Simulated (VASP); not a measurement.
# BN (rocksalt type) (Fm-3m) in VASP: a series of runs

The runs below take BN (rocksalt type) through single point, relaxation of cell and atoms, with PBE.

Program: VASP 6.6.1. These are calculated values, not measurements. Logs are shortened: lines on timing, memory, paths and dates and some standing lists are left out, and cuts for length are marked.

**1. The cell of the first run**

It takes space group Fm-3m (No. 225, cubic). The conventional cell has a = 3.432 Å, b = 3.432 Å, c = 3.432 Å, α = 90.00°, β = 90.00°, γ = 90.00°. B (site symmetry m-3m) has 6 N at 1.72 Å within 2.3 Å. N (site symmetry m-3m) has 6 B at 1.72 Å within 2.3 Å.

**2. Single point, PBE (volume scaled by 0.94)**

Input file INCAR:

```
PREC = Accurate
ENCUT = 520
EDIFF = 1E-6
ISMEAR = -1
SIGMA = 0.08
LREAL = False
LASPH = True
NELM = 80
ALGO = Normal
ISIF = 2
LWAVE = False
LCHARG = True
GGA = PE
LELF = True
LVHAR = True
NBANDS = 11
```

Input file KPOINTS:

```
Automatic mesh
0
Gamma
  15 15 15
```

Input file POSCAR:

```
BN
1.0
    0.0000000000      1.7159773529      1.7159773529
    1.7159773529      0.0000000000      1.7159773529
    1.7159773529      1.7159773529      0.0000000000
B N
1 1
Direct
    0.0000000000      0.0000000000      0.0000000000
    0.5000000000      0.5000000000      0.5000000000
```

Potentials or basis: VASP PAW PBE potentials, release 64 (B, N).

The run is started by

```sh
$ cat potpaw_PBE.64/B/POTCAR potpaw_PBE.64/N/POTCAR > POTCAR
$ mpirun -np 1 vasp_std > vasp.out
```

OUTCAR:

```text
PREC = Accurate
   ENCUT = 520
   EDIFF = 1E-6
   ISMEAR = -1
   LREAL = False
   LASPH = True
   NELM = 80
   ISIF = 2
   GGA = PE

 ion  position               nearest neighbor table
   1  0.000  0.000  0.000-   2 1.72   2 1.72   2 1.72   2 1.72   2 1.72   2 1.72
   2  0.500  0.500  0.500-   1 1.72   1 1.72   1 1.72   1 1.72   1 1.72   1 1.72

  LATTYP: Found a face centered cubic cell.
 ALAT       =     3.4319547058

  Lattice vectors:

 A1 = (   0.0000000000,   1.7159773529,   1.7159773529)
 A2 = (   1.7159773529,   0.0000000000,   1.7159773529)
 A3 = (   1.7159773529,   1.7159773529,   0.0000000000)

Analysis of symmetry for initial positions (statically):
=====================================================================
 Subroutine PRICEL returns:
 Original cell was already a primitive cell.

 Routine SETGRP: Setting up the symmetry group for a
 face centered cubic supercell.

 Subroutine GETGRP returns: Found 48 space group operations
 (whereof 48 operations were pure point group operations)
 out of a pool of 48 trial point group operations.

The static configuration has the point symmetry O_h .

Analysis of symmetry for dynamics (positions and initial velocities):
=====================================================================
 Subroutine PRICEL returns:
 Original cell was already a primitive cell.

 Routine SETGRP: Setting up the symmetry group for a
 face centered cubic supercell.

 Subroutine GETGRP returns: Found 48 space group operations
 (whereof 48 operations were pure point group operations)
 out of a pool of 48 trial point group operations.

The dynamic configuration has the point symmetry O_h .

 Subroutine INISYM returns: Found 48 space group operations
 (whereof 48 operations are pure point group operations),
 and found     1 'primitive' translations

----------------------------------------------------------------------------------------

                                     Primitive cell

  volume of cell :      10.1057

  direct lattice vectors                    reciprocal lattice vectors
     0.000000000  1.715977353  1.715977353    -0.291379137  0.291379137  0.291379137
     1.715977353  0.000000000  1.715977353     0.291379137 -0.291379137  0.291379137
     1.715977353  1.715977353  0.000000000     0.291379137  0.291379137 -0.291379137

  length of vectors
     2.426758445  2.426758445  2.426758445     0.504683469  0.504683469  0.504683469

  position of ions in fractional coordinates (direct lattice)
     0.000000000  0.000000000  0.000000000
     0.500000000  0.500000000  0.500000000

  ion indices of the primitive-cell ions
   primitive index   ion index
                 1           1
                 2           2

----------------------------------------------------------------------------------------

 KPOINTS: Automatic mesh

Automatic generation of k-mesh.
 Grid dimensions read from file:
 generate k-points for:   15   15   15

 Generating k-lattice:

  Cartesian coordinates                     Fractional coordinates (reciprocal lattice)
    -0.019425276  0.019425276  0.019425276     0.066666667  0.000000000  0.000000000
     0.019425276 -0.019425276  0.019425276     0.000000000  0.066666667  0.000000000
     0.019425276  0.019425276 -0.019425276     0.000000000  0.000000000  0.066666667

  Length of vectors
     0.033645565  0.033645565  0.033645565

  Shift w.r.t. Gamma in fractional coordinates (k-lattice)
     0.000000000  0.000000000  0.000000000

 Subroutine IBZKPT returns following result:
 ===========================================

 Found    120 irreducible k-points:

 Following reciprocal coordinates:
            Coordinates               Weight
  0.000000  0.000000  0.000000      1.000000
  0.066667  0.000000  0.000000      8.000000
  0.133333  0.000000  0.000000      8.000000
  0.200000  0.000000  0.000000      8.000000
  0.266667  0.000000  0.000000      8.000000
  0.333333  0.000000  0.000000      8.000000
[... 16 lines left out ...]
  0.133333  0.133333  0.000000      6.000000
  0.200000  0.133333  0.000000     24.000000
 [... further k-points ...]
   k-points           NKPTS =    120   k-points in BZ     NKDIM =    120   number of bands    NBANDS=     11
   number of dos      NEDOS =    301   number of ions     NIONS =      2
   total plane-waves  NPLWV =   5832
   dimension x,y,z NGX =    18 NGY =   18 NGZ =   18
   dimension x,y,z NGXF=    36 NGYF=   36 NGZF=   36
   ions per type =               1   1
   NGX,Y,Z   is equivalent  to a cutoff of  12.33, 12.33, 12.33 a.u.
   NGXF,Y,Z  is equivalent  to a cutoff of  24.66, 24.66, 24.66 a.u.
 SYSTEM =  unknown system
   PREC   = accura    normal or accurate (medium, high low for compatibility)
   ISTART =      0    job   : 0-new  1-cont  2-samecut
   ICHARG =      2    charge: 1-file 2-atom 10-const
   ISPIN  =      1    spin polarized calculation?
   LNONCOLLINEAR =      F non collinear calculations
   LSORBIT =      F    spin-orbit coupling
   LASPH  =      T    aspherical Exc in radial PAW
   ENCUT  =  520.0 eV  38.22 Ry    6.18 a.u.   4.51  4.51  4.51*2*pi/ulx,y,z
   NELM   =     80;   NELMIN=  2; NELMDL= -5     # of ELM steps
   EDIFF  = 0.1E-05   stopping-criterion for ELM
   LREAL  =      F    real-space projection
   EDIFFG = 0.1E-04   stopping-criterion for IOM
   NSW    =      0    number of steps for IOM
   IBRION =     -1    ionic relax: 0-MD 1-quasi-New 2-CG
   NFREE  =      0    steps in history (QN), initial steepest desc. (CG)
   ISIF   =      2    stress and relaxation
   ISYM   =      2    0-nonsym 1-usesym 2-fastsym
   POTIM  = 0.5000    time-step for ionic-motion
   TEBEG  =    0.0;   TEEND  =   0.0 temperature during run
   PSTRESS=    0.0 pullay stress
   NELECT =       8.0000    total number of electrons
   NUPDOWN=      -1.0000    fix difference up-down
   EMIN   =  10.00;   EMAX   =-10.00  energy-range for DOS
   EFERMI =   0.00;   METHOD = LEGACY
   ISMEAR =    -1;   SIGMA  =   0.08  broadening in eV -4-tet -1-fermi 0-gaus
   EFERMI_NEDOS =   21; number of points for ismear=-14 and -15
   IALGO  =     38    algorithm
   IMIX   =      4    mixing-type and parameters
     AMIX     =   0.40;   BMIX     =  1.00
     AMIX_MAG =   1.60;   BMIX_MAG =  1.00
  volume/ion in A,a.u.               =       5.05        34.10
  Fermi-wavevector in a.u.,A,eV,Ry     =   1.514433  2.861863 31.205044  2.293506
  Thomas-Fermi vector in A             =   2.624091
   LORBIT       =      0    0 simple, 1 ext, 2 COOP (PROOUT), +10 PAW based schemes
   GGA     = PE    functional components
   LHFCALC =     F    Hartree Fock is set to
   AEXX    =    0.0000 exact exchange contribution
   IVDW    =     0    specifies the selected vdW correction
   LEPSILON=     F    determine dielectric tensor
   LRPA    =     F    only Hartree local field effects (RPA)
 non-spin polarized calculation
  energy-cutoff  :      520.00
  volume of cell :       10.11
 maximum number of plane-waves:       290
 NGX is ok and might be reduce to    18
   NGX =  9   NGY =  9   NGZ =  9

 number of electron       7.9999998 magnetization

 Free energy of the ion-electron system (eV)
  ---------------------------------------------------
  ext. energy  EPLUGINS =         0.00000000
  ---------------------------------------------------
  free energy    TOTEN  =       -13.89394682 eV

  energy without entropy =      -13.89394629  energy(sigma->0) =      -13.89394655

 E-fermi :  12.0658     XC(G=0): -14.0207

 val. band max:       11.1776576315   @ k =  -0.2000   0.1333   0.0000
 cond. band min:      12.8344395633   @ k =   0.4667   0.4667   0.0000
 fundamental gap:      1.6567819319
 Fermi energy:        12.0658060881

 k-point     1 :       0.0000    0.0000    0.0000
  band No.  band energies     occupation
      1     -12.0756      2.00000
      2      10.2488      2.00000
      3      10.2488      2.00000
      4      10.2488      2.00000
      5      21.5047      0.00000
      6      23.7896      0.00000
      7      23.7896      0.00000
      8      23.7896      0.00000
      9      30.0425      0.00000
     10      30.0425      0.00000
     11      30.0425      0.00000

 k-point     2 :       0.0667    0.0000    0.0000
  band No.  band energies     occupation
      1     -11.9457      2.00000
      2       9.6890      2.00000
      3      10.2362      2.00000
      4      10.2362      2.00000
      5      21.6260      0.00000
      6      23.3154      0.00000
      7      23.3154      0.00000
      8      23.7114      0.00000
      9      29.5736      0.00000
     10      30.3779      0.00000
     11      30.3779      0.00000

 k-point     3 :       0.1333    0.0000    0.0000
  band No.  band energies     occupation
      1     -11.5582      2.00000
      2       8.2059      2.00000
      3      10.2094      2.00000
      4      10.2094      2.00000
      5      21.5744      0.00000
      6      22.1415      0.00000
      7      22.1415      0.00000
      8      23.8013      0.00000
      9      29.1355      0.00000
     10      31.3382      0.00000
     11      31.3382      0.00000

 k-point     4 :       0.2000    0.0000    0.0000
  band No.  band energies     occupation
      1     -10.9193      2.00000
      2       6.1797      2.00000
      3      10.1942      2.00000
      4      10.1942      2.00000
      5      20.6893      0.00000
      6      20.6893      0.00000
      7      20.9915      0.00000
      8      24.3369      0.00000
      9      29.3534      0.00000
     10      32.8546      0.00000
     11      32.8546      0.00000
[... 239 lines left out ...]
 k-point    22 :      -0.0667    0.0667    0.0000
  band No.  band energies     occupation
      1     -11.7298      2.00000
      2       9.1367      2.00000
      3       9.6125      2.00000
      4      10.5034      2.00000
      5      21.6742      0.00000
      6      22.1290      0.00000
      7      23.1904      0.00000
      8      23.7195      0.00000
      9      28.9069      0.00000
     10      30.4939      0.00000
     11      31.7279      0.00000

 k-point    23 :       0.1333    0.1333    0.0000
  band No.  band energies     occupation
      1     -11.3836      2.00000
      2       9.1372      2.00000
      3       9.1372      2.00000
      4       9.5280      2.00000
      5      19.6425      0.00000
      6      22.5846      0.00000
      7      23.8881      0.00000
      8      23.8881      0.00000
      9      26.4255      0.00000
     10      33.2685      0.00000
     11      33.2685      0.00000

 k-point    24 :       0.2000    0.1333    0.0000
  band No.  band energies     occupation
      1     -10.9115      2.00000
      2       7.6804      2.00000
      3       8.7129      2.00000
      4       9.7012      2.00000
      5      18.2367      0.00000
      6      22.7064      0.00000
      7      23.6032      0.00000
      8      24.0989      0.00000
      9      25.9365      0.00000
     10      34.6376      0.00000
     11      34.9220      0.00000

 [... further k-points ...]
[... 5 lines left out ...]
  --------------------------------------------------------------------------------------
  -------------------------------------------------------------------------------------
  Total        1.6750102      1.6750102      1.6750102      0.0000000      0.0000000     -0.0000000
  in kB      265.5604507    265.5604507    265.5604507      0.0000000      0.0000000     -0.0000000
  external PRESSURE =     265.5604507 kB  Pullay stress =       0.0000000 kB

 VOLUME and BASIS-vectors are now :
 -----------------------------------------------------------------------------
  energy-cutoff  :      520.00
  volume of cell :       10.11
      direct lattice vectors                 reciprocal lattice vectors
     0.000000000  1.715977353  1.715977353    -0.291379137  0.291379137  0.291379137
     1.715977353  0.000000000  1.715977353     0.291379137 -0.291379137  0.291379137
     1.715977353  1.715977353  0.000000000     0.291379137  0.291379137 -0.291379137

 POSITION                                       TOTAL-FORCE (eV/Angst)
 -----------------------------------------------------------------------------------
      0.00000      0.00000      0.00000        -0.000000      0.000000      0.000000
      1.71598      1.71598      1.71598         0.000000     -0.000000      0.000000
 -----------------------------------------------------------------------------------
    total drift:                               -0.000000     -0.000000     -0.000000

  FREE ENERGIE OF THE ION-ELECTRON SYSTEM (eV)
  ---------------------------------------------------
  free  energy   TOTEN  =       -13.8939468166 eV

  energy  without entropy=      -13.8939462852  energy(sigma->0) =      -13.89394655
```

Wall time 7.1 s (1 thread of Intel Xeon Platinum 8488C (Sapphire Rapids), shared host); peak memory 0.12 GiB.

Results:

* Free energy: -13.8939 eV
* Pressure: 26.6 GPa
* Band gap on the k mesh: 1.66 eV, indirect (least direct gap 6.12 eV)

Caveat: the cell differs from its parent crystal (volume scaled by 0.94).

**3. Single point, PBE**

This run uses another cell than the first one, of 5.38 Å³/atom, 1.064 times its volume.

Input file INCAR:

```
SYSTEM = BN
PREC = Accurate
ENCUT = 520
EDIFF = 1E-6
ISMEAR = -1
SIGMA = 0.08
LREAL = .False.
LASPH = .True.
NELM = 60
ALGO = Normal
ISIF = 2
LWAVE = .False.
LCHARG = .False.
GGA = PE
NBANDS = 11
```

Input file KPOINTS:

```
regular mesh
0
Gamma
  15 15 15
  0 0 0
```

Input file POSCAR:

```
BN
1.0
    0.0000000000      1.7517371241      1.7517371241
    1.7517371241      0.0000000000      1.7517371241
    1.7517371241      1.7517371241      0.0000000000
B N
1 1
Direct
    0.0000000000      0.0000000000      0.0000000000
    0.5000000000      0.5000000000      0.5000000000
```

Potentials or basis: VASP PAW PBE potentials, release 64 (B, N).

The run is started by

```sh
$ cat potpaw_PBE.64/B/POTCAR potpaw_PBE.64/N/POTCAR > POTCAR
$ mpirun -np 1 vasp_std > vasp.out
```

OUTCAR:

```text
SYSTEM = BN
   PREC = Accurate
   ENCUT = 520
   EDIFF = 1E-6
   ISMEAR = -1
   LREAL = .False.
   LASPH = .True.
   NELM = 60
   ISIF = 2
   GGA = PE

 ion  position               nearest neighbor table
   1  0.000  0.000  0.000-   2 1.75   2 1.75   2 1.75   2 1.75   2 1.75   2 1.75
   2  0.500  0.500  0.500-   1 1.75   1 1.75   1 1.75   1 1.75   1 1.75   1 1.75

  LATTYP: Found a face centered cubic cell.
 ALAT       =     3.5034742482

  Lattice vectors:

 A1 = (   0.0000000000,   1.7517371241,   1.7517371241)
 A2 = (   1.7517371241,   0.0000000000,   1.7517371241)
 A3 = (   1.7517371241,   1.7517371241,   0.0000000000)

Analysis of symmetry for initial positions (statically):
=====================================================================
 Subroutine PRICEL returns:
 Original cell was already a primitive cell.

 Routine SETGRP: Setting up the symmetry group for a
 face centered cubic supercell.

 Subroutine GETGRP returns: Found 48 space group operations
 (whereof 48 operations were pure point group operations)
 out of a pool of 48 trial point group operations.

The static configuration has the point symmetry O_h .

Analysis of symmetry for dynamics (positions and initial velocities):
=====================================================================
 Subroutine PRICEL returns:
 Original cell was already a primitive cell.

 Routine SETGRP: Setting up the symmetry group for a
 face centered cubic supercell.

 Subroutine GETGRP returns: Found 48 space group operations
 (whereof 48 operations were pure point group operations)
 out of a pool of 48 trial point group operations.

The dynamic configuration has the point symmetry O_h .

 Subroutine INISYM returns: Found 48 space group operations
 (whereof 48 operations are pure point group operations),
 and found     1 'primitive' translations

----------------------------------------------------------------------------------------
[... 118 lines left out ...]
   GGA     = PE    functional components
   LHFCALC =     F    Hartree Fock is set to
   AEXX    =    0.0000 exact exchange contribution
   IVDW    =     0    specifies the selected vdW correction
   LEPSILON=     F    determine dielectric tensor
   LRPA    =     F    only Hartree local field effects (RPA)
 non-spin polarized calculation
  energy-cutoff  :      520.00
  volume of cell :       10.75
 maximum number of plane-waves:       302
   NGX =  9   NGY =  9   NGZ =  9

 number of electron       7.9999998 magnetization

 Free energy of the ion-electron system (eV)
  ---------------------------------------------------
  ext. energy  EPLUGINS =         0.00000000
  ---------------------------------------------------
  free energy    TOTEN  =       -13.94604088 eV

  energy without entropy =      -13.94603334  energy(sigma->0) =      -13.94603711

 E-fermi :  10.9343     XC(G=0): -13.7098

 val. band max:       10.2777388439   @ k =  -0.2000   0.1333   0.0000
 cond. band min:      11.4659873493   @ k =   0.4667   0.4667   0.0000
 fundamental gap:      1.1882485054
 Fermi energy:        10.9343172695

 k-point     1 :       0.0000    0.0000    0.0000
  band No.  band energies     occupation
      1     -12.1105      2.00000
      2       9.3855      2.00000
      3       9.3855      2.00000
      4       9.3855      2.00000
      5      19.2718      0.00000
      6      22.2479      0.00000
      7      22.2479      0.00000
      8      22.2479      0.00000
      9      28.7925      0.00000
     10      28.7925      0.00000
     11      28.7925      0.00000
[... 309 lines left out ...]
 k-point    24 :       0.2000    0.1333    0.0000
  band No.  band energies     occupation
      1     -10.9965      2.00000
      2       6.8959      2.00000
      3       7.9592      2.00000
      4       8.8123      2.00000
      5      17.0262      0.00000
      6      20.7387      0.00000
      7      22.0835      0.00000
      8      22.4459      0.00000
      9      24.8182      0.00000
     10      33.1304      0.00000
     11      33.4022      0.00000

 [... further k-points ...]

------------------------ aborting loop because EDIFF is reached ----------------------------------------

  FORCE on cell =-STRESS in cart. coord.  units (eV):
  Direction    XX          YY          ZZ          XY          YZ          ZX
  --------------------------------------------------------------------------------------
  -------------------------------------------------------------------------------------
  Total       -0.0056752     -0.0056752     -0.0056752     -0.0000000      0.0000000     -0.0000000
  in kB       -0.8457739     -0.8457739     -0.8457739     -0.0000000      0.0000000     -0.0000000
  external PRESSURE =      -0.8457739 kB  Pullay stress =       0.0000000 kB

 VOLUME and BASIS-vectors are now :
 -----------------------------------------------------------------------------
  energy-cutoff  :      520.00
  volume of cell :       10.75
      direct lattice vectors                 reciprocal lattice vectors
     0.000000000  1.751737124  1.751737124    -0.285430955  0.285430955  0.285430955
     1.751737124  0.000000000  1.751737124     0.285430955 -0.285430955  0.285430955
     1.751737124  1.751737124  0.000000000     0.285430955  0.285430955 -0.285430955

 POSITION                                       TOTAL-FORCE (eV/Angst)
 -----------------------------------------------------------------------------------
      0.00000      0.00000      0.00000         0.000000      0.000000     -0.000000
      1.75174      1.75174      1.75174        -0.000000     -0.000000      0.000000
 -----------------------------------------------------------------------------------
    total drift:                               -0.000000     -0.000000     -0.000000

  FREE ENERGIE OF THE ION-ELECTRON SYSTEM (eV)
  ---------------------------------------------------
  free  energy   TOTEN  =       -13.9460408807 eV

  energy  without entropy=      -13.9460333378  energy(sigma->0) =      -13.94603711
```

stdout:

```text
POSCAR found type information on POSCAR B N
 POSCAR found :  2 types and       2 ions
 scaLAPACK will be used
 LDA part: xc-table for (Slater+PW92), standard interpolation
 POSCAR, INCAR and KPOINTS ok, starting setup
 FFT: planning ... GRIDC
 FFT: planning ... GRID_SOFT
 FFT: planning ... GRID
 WAVECAR not read
 entering main loop
```

Run time: 6.4 s. Hardware: 1 thread of Intel Xeon Platinum 8488C (Sapphire Rapids), shared host; peak memory 0.12 GiB.

Results:

```
Free energy            : -13.9460 eV
Pressure               : -0.1 GPa
Band gap on the k mesh : 1.19 eV, indirect (least direct gap 5.89 eV)
```

Levels at points of the mesh, in eV from the valence-band top:
```csv
k point,band 1,band 2,band 3,band 4,band 5,band 6,band 7,band 8,band 9
"(0.00, 0.00, 0.00)",-22.39,-0.89,-0.89,-0.89,8.99,11.97,11.97,11.97,18.51
```

[end of part 1 of 2]
